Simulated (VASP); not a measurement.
Runs of VASP 6.6.1 on SbSeBr3. The structure is that of space group P-6m2 (No. 187), or close to it. The cells are those of the table. The cell was generated, and may not be a known phase.

```tsv
task	cell	k mesh	cutoff (eV)	gap on the mesh (eV)	pressure (GPa)
single point	a = 5.101, b = 5.101, c = 7.050 Å, angles 90.0, 90.0, 120.0°, 5 atoms	6 × 6 × 2	520	none	(a)
single point	a = 4.782, b = 4.782, c = 9.381 Å, angles 90.0, 90.0, 120.0°, 5 atoms	6 × 6 × 2	520	none	5.6
single point	a = 5.128, b = 5.128, c = 7.024 Å, angles 90.0, 90.0, 120.0°, 5 atoms	12 × 12 × 6	520	none	0.0
relaxation of cell and atoms	relaxed from a = 4.782, b = 4.782, c = 9.381 Å, angles 90.0, 90.0, 120.0°, 5 atoms	6 × 6 × 2	600	none	0.0
single point	a = 5.135, b = 5.135, c = 6.990 Å, angles 90.0, 90.0, 120.0°, 5 atoms	6 × 6 × 4	520	none	-0.2
```

Alike in all rows: level PBE; potentials or basis VASP PAW PBE potentials, release 64 (Sb, Se, Br); no spin polarisation; smearing gaussian 0.1 eV.

**Question.** Fill in the values left out.

**Answer.** (a) 0.2.

Caveats: some runs use coarse meshes; spin-orbit coupling is left out, which moves the levels of the heavy elements; this functional lacks dispersion, which binds layers or chains, so the pressure and a relaxed spacing across them are unreliable (at least some runs); the stress differs along the axes, from -0 to 8 GPa (at least some runs).

A k mesh can miss the band edges, and the runs leave out spin-orbit coupling on Br, Sb, Se.

A gap of «none» marks levels without a gap at the run's occupations.
